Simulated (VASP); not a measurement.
A run of VASP 6.6.1 is set up as follows.

INCAR

```
SYSTEM = Si9N8O6
PREC = Accurate
ENCUT = 520
EDIFF = 1E-7
ISMEAR = -1
SIGMA = 0.2361
LREAL = Auto
LASPH = .TRUE.
NELM = 80
ALGO = Normal
ISIF = 2
LWAVE = .FALSE.
LCHARG = .FALSE.
GGA = PE
ISYM = 0
NBANDS = 73
```

File KPOINTS:

```
Automatic mesh
0
G
  1 1 1
  0 0 0
```

POSCAR

```
Si9N8O6
1.0
    6.9494310000     -0.1483230000     -0.0508250000
   -0.1483230000      6.7490330000     -0.1619310000
   -0.0508250000     -0.1619310000      6.6115700000
Si N O
9 8 6
Direct
    0.8784619356      0.4603943764      0.8010926224
    0.1585630419      0.5542408698      0.4697147190
    1.0431316623      1.1748523052      0.6060578918
    0.5809960279      0.6012871301      0.8763029280
    0.2655373941      0.2722772799      0.9048856883
    0.4600405087      0.7357249151      0.5282999696
    0.3568922265      0.0890697063      0.3474631886
    0.8042756058      0.6772648499      0.3990727591
    0.7823870303      0.9403578376      0.1874075153
    1.0409527281      0.8566200317      0.8141407806
    0.4842326626      0.3800968601      0.8704844068
    0.7224443917      0.6622514373      0.1254959524
    0.9593260975      0.5727459668      0.5702138941
    1.2087386580      1.2666713093      0.4541546855
    0.3334903344      0.6370063363      0.3395057028
    0.9606806127      0.8897288350      0.3830473355
    1.0776653074      0.8197943164      0.9821611891
    0.0676717594      0.4686278320      0.9872688016
    0.4592337937      0.9642708262      0.5037682270
    1.3549067579      0.0902262814      0.1017489897
    0.4283884243      0.7752401291      0.8030664806
    0.8607945928      0.2377245055      0.7617435574
    0.6620061046      0.6941143286      0.5839572276
```

Potentials or basis: VASP PAW PBE potentials, release 64 (Si, N, O).

Run with:

```bash
$ cat potpaw_PBE.64/Si/POTCAR potpaw_PBE.64/N/POTCAR potpaw_PBE.64/O/POTCAR > POTCAR
$ mpirun -np 1 vasp_gam > vasp.out
```

Problem. What does it give for the largest force?

Solution. 7.608 eV/Å.

Problem. Estimate the pressure.

Solution. 7.8 GPa.

Stress tensor (GPa, compression positive):
```
14.57  1.49 -8.67
 1.49 13.02 -4.04
-8.67 -4.04 -4.18
```

Caveat: the k points lie up to 0.95 Å⁻¹ apart; the standard files for N, O and F lose accuracy on very short bonds; the atoms stand as in a frame of molecular dynamics.
